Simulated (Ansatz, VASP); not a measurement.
**One calculation of BiO, two programs**

INCAR

```
SYSTEM = BiO
PREC     = Accurate       ! precision mode
ENCUT    = 600            ! plane-wave cutoff, eV
EDIFF    = 1E-7           ! SCF threshold, eV
ISMEAR   = 0              ! smearing method
SIGMA    = 0.2            ! smearing width, eV
LREAL    = .False.        ! projectors in reciprocal space
LASPH    = .True.         ! aspherical terms in the spheres
NELM     = 120            ! most SCF steps
ALGO     = Normal         ! electronic algorithm
ISIF     = 3              ! what is computed and relaxed
LWAVE    = .False.        ! write WAVECAR
LCHARG   = .False.        ! write CHGCAR
GGA      = PE             ! functional
IBRION   = 2              ! ionic algorithm
NSW      = 36             ! ionic steps
EDIFFG   = -0.08          ! ionic threshold
GGA_COMPAT= .False.      
NELMIN   = 4
```

KPOINTS

```
regular mesh
0
Gamma
  6 6 6
  0 0 0
```

File POSCAR:

```
BiO
1.0
    0.0000000000      2.8348025000      2.8348025000
    2.8348025000      0.0000000000      2.8348025000
    2.8348025000      2.8348025000      0.0000000000
Bi O
1 1
Direct
    0.0000000000      0.0000000000      0.0000000000
    0.2500000000      0.2500000000      0.2500000000
```

Input for Ansatz:

```yaml
crystal:
  lattice:
    - [0.0, 2.8348025, 2.8348025]
    - [2.8348025, 0.0, 2.8348025]
    - [2.8348025, 2.8348025, 0.0]
  atoms:
    - { symbol: Bi, position: [0.0, 0.0, 0.0] }
    - { symbol: O, position: [0.25, 0.25, 0.25] }
basis:
  ecutwfc: 420
kpoints:
  mp_grid: { grid: [6, 6, 6] }
hamiltonian:
  xc: pbe
scf:
  occupations: { method: gaussian, width: 0.2 }
  lower_state_search: "off"
output:
  forces: true
  stress: true
  eigenvalues: true
relax:
  adjacent_minimum: "off"
  f_tol: 0.08
  max_steps: 16
  cell: { stress_tol: 0.8 }
```

Change from the starting cell: species swapped into the AlP type (F-43m, No. 216).

Alike in both runs: task relaxation of cell and atoms; functional PBE; k mesh 6 × 6 × 6; occupations gaussian, width 0.2 eV; no spin polarisation.

```csv
,VASP,Ansatz
version,VASP 6.6.1,Ansatz 0.2.0
potentials or method,"VASP PAW PBE potentials, release 64 (Bi_d, O), cutoff 600 eV","scalar-relativistic, plane waves, PAW"
valence electrons in the cell,21,21
```

|  | VASP | Ansatz | Ansatz less VASP |
| --- | --- | --- | --- |
| gap on the k mesh at the Fermi level, each at its own relaxed structure (eV) | none | none | - |
| relaxed volume (Å³/atom) | 21.81 | 21.90 | +0.093 |
| relaxed cell length with the largest relative difference (Å) | 3.951 | 3.957 | +0.0056 |

A gap of «none» marks a metal or a gap that the smearing closes.

Neither program's run includes spin-orbit coupling.
